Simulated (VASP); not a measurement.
Set up this calculation in VASP 6.6.1, as the native input.

```
Task                   : single point
Functional             : PBE
Potentials or basis    : VASP PAW PBE potentials, release 64 (Hf_pv, B)
Cutoff                 : 520 eV
k mesh                 : 16 × 16 × 16
Occupations            : gaussian, width 0.15 eV
Spin                   : no spin polarisation
Dipole correction      : no
Further INCAR settings : ALGO = Normal; EDIFF = 1e-07; NBANDS = 14
```

The structure of HfB lies in POSCAR:

```
HfB
1.0
    0.0000000000      2.4168788130      2.4168788130
    2.3322880545      0.0000000000      2.4168788130
    2.3322880545      2.4168788130      0.0000000000
Hf B
1 1
Direct
    0.4985215256      0.5014784744      0.5014784744
    0.0244116501     -0.0244116501     -0.0244116501
```

This cell differs from its parent crystal: atoms displaced along a vibrational mode, the cell strained.

These files were run (other wordings do the same):

INCAR

```
  ALGO = Normal
  EDIFF = 1E-7
  ENCUT = 520
  GGA = PE
  ISIF = 2
  ISMEAR = 0
  LASPH = True
  LCHARG = False
  LREAL = False
  LWAVE = False
  NBANDS = 14
  NELM = 80
  PREC = Accurate
  SIGMA = 0.15
```

KPOINTS

```
k-points
0
Gamma
  16 16 16
```

Potentials or basis: VASP PAW PBE potentials, release 64 (Hf_pv, B).

Command:

```bash
$ cat potpaw_PBE.64/Hf_pv/POTCAR potpaw_PBE.64/B/POTCAR > POTCAR
$ mpirun -np 1 vasp_std > vasp.out
```

It gave:

The pressure is 8.2 GPa, the largest force is 1.428 eV/Å and the band gap on the k mesh is zero (an odd number of electrons rules out a gap without spin polarisation).

Caveat: the cell differs from its parent crystal (atoms displaced along a vibrational mode, the cell strained); the stress differs along the axes, from 2 to 20 GPa; spin-orbit coupling is left out, which moves the levels of the heavy elements; an odd number of electrons without spin polarisation forces a metal; a magnetic or distorted state may lie lower.

It took 65 s on 1 thread of Intel(R) Xeon(R) 6975P-C (Granite Rapids), with other jobs on the host, peak memory 0.27 GiB.
